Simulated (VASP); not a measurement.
C: density of states with PBE

C:

```
C
1.0
     0.00000    1.69165    1.69165
     1.69165    0.00000    1.69165
     1.69165    1.69165    0.00000
C
2
Cartesian
  -0.4229 -0.4229 -0.4229
  0.4229 0.4229 0.4229
```

This cell differs from its parent crystal: volume scaled by 0.85.

```
Program                 : VASP 6.6.1
Task                    : density of states
Functional              : PBE
Potentials or basis     : VASP PAW PBE potentials, release 64 (C)
Cutoff                  : 520 eV
k mesh                  : 18 × 18 × 18
Occupations             : fermi-dirac, width 0.1 eV
Spin                    : no spin polarisation
Dipole correction       : no
k mesh for the DOS      : 27 × 27 × 27
Occupations for the DOS : tetrahedron
Further INCAR settings  : ALGO = Normal; EDIFF = 1e-07; NBANDS = 11
```

```
Valence electrons inside the program's atomic spheres : C 2.79
```

Levels at points of the mesh, in eV from the valence-band top:
| k point | band 1 | band 2 | band 3 | band 4 | band 5 | band 6 | band 7 | band 8 |
| --- | --- | --- | --- | --- | --- | --- | --- | --- |
| (0.00, 0.00, 0.00) | -23.73 | 0.00 | 0.00 | 0.00 | 6.03 | 6.03 | 6.03 | 17.14 |

It took 20 s on 1 thread of Intel(R) Xeon(R) 6975P-C (Granite Rapids) (shared host), peak memory 0.15 GiB.
